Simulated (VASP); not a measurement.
Runs of VASP 6.6.1 on TaN. The structure is hexagonal, space group P-62m (No. 189). The conventional cell has a = 5.196 Å, b = 5.196 Å, c = 2.911 Å, α = 90.00°, β = 90.00°, γ = 120.00°. Within 3.0 Å of Ta (site symmetry -6) lie 6 N at 2.16 Å and 5 Ta at 2.91 to 3.00 Å. Within 2.7 Å of Ta (site symmetry -62m) lie 3 N at 2.04 Å. Within 3.0 Å of N (site symmetry m2m) lie 5 Ta at 2.04 to 2.16 Å and 6 N at 2.77 to 2.91 Å. 

| k mesh | gap on the mesh (eV) | pressure (GPa) | largest force (eV/Å) |
| --- | --- | --- | --- |
| 4 × 4 × 6 | none | 2.1 | 0.01 |
| 3 × 3 × 4 | none | (a) | 0.02 |
| 5 × 5 × 7 | none | 1.9 | 0.04 |
| 3 × 3 × 5 | none | 2.1 | 0.01 |
| 2 × 2 × 3 | none | 2.8 | 0.35 |

Alike in all rows: task single point; level r2SCAN; potentials or basis VASP PAW PBE potentials, release 64 (Ta_pv, N); no spin polarisation; cell as given; cutoff (eV) 660; smearing methfessel-paxton 0.1 eV.

Problem. Fill in the values left out.

Solution. (a) 2.3.

Caveats: some runs use coarse meshes; the PAW data sets were made with another functional, which shifts forces and pressure a little; spin-orbit coupling is left out, which moves the levels of the heavy elements.

A k mesh can miss the band edges, and the runs leave out spin-orbit coupling on Ta.

A gap of «none» marks levels without a gap at the run's occupations.
